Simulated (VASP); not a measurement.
Here is a VASP 6.6.1 calculation.

INCAR

```
PREC = Accurate
ENCUT = 520
EDIFF = 1E-6
ISMEAR = 0
SIGMA = 0.1
LREAL = False
LASPH = True
NELM = 80
ALGO = Fast
ISIF = 2
LWAVE = False
LCHARG = False
GGA = PS
ISYM = 0
NBANDS = 12
```

File KPOINTS:

```
regular mesh
0
Gamma
  11 11 21
```

The input POSCAR:

```
Ta
1.0
    3.2805195245      0.0000000000      0.0000000000
    0.0000000000      3.2805195245      0.0000000000
    1.6402597623     -1.6402597623      1.6402597623
Ta
1
Direct
    0.0000000000      0.0000000000      0.0000000000
```

Potentials or basis: VASP PAW PBE potentials, release 64 (Ta_pv).

Command:

```console
$ cat potpaw_PBE.64/Ta_pv/POTCAR > POTCAR
$ mpirun -np 1 vasp_std > vasp.out
```

Question: Predict the pressure.

Answer: 0.4 GPa.

Caveat: the PAW data sets were made with another functional, which shifts forces and pressure a little.
